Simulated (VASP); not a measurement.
HfH:

```xyz
2
Lattice="3.1092 0.0000 0.0000 0.0000 3.1092 0.0000 0.0000 0.0000 3.1092" Properties=species:S:1:pos:R:3 pbc="T T T"
Hf    1.5546    1.5546    1.5546
H     0.0000    0.0000    0.0000
```

| Item | Value |
| --- | --- |
| Program | VASP 6.6.1 |
| Task | relaxation of cell and atoms |
| Functional | PBE |
| Potentials or basis | VASP PAW PBE potentials, release 64 (Hf_pv, H) |
| Cutoff | 600 eV |
| k mesh | 6 × 6 × 6 |
| Occupations | gaussian, width 0.1 eV |
| Spin | no spin polarisation |

At the start: pressure -14.6 GPa; volume 15.03 Å³/atom.

Task: Where does the relaxation end?

Result: Over 3 steps the energy falls by 141.0 meV/atom and the volume is 12.39 Å³/atom (-17.5 %); space group Pm-3m (No. 221, to 0.05 Å).

Step by step:
```tsv
step	energy change (eV)	largest force (eV/Å)	pressure (GPa)	volume (Å³)
1	0.0000	0.0000	-14.65	30.06
2	-0.2805	0.0000	1.53	24.47
3	-0.2820	0.0000	0.06	24.78
```

Final structure:
```
Hf H
1.0
     2.91559    0.00000    0.00000
     0.00000    2.91559    0.00000
     0.00000    0.00000    2.91559
Hf H
1 1
Cartesian
  1.4578 1.4578 1.4578
  0.0000 0.0000 0.0000
```

Caveat: the volume moved by over 15 % at a fixed basis, so the end points are rough.
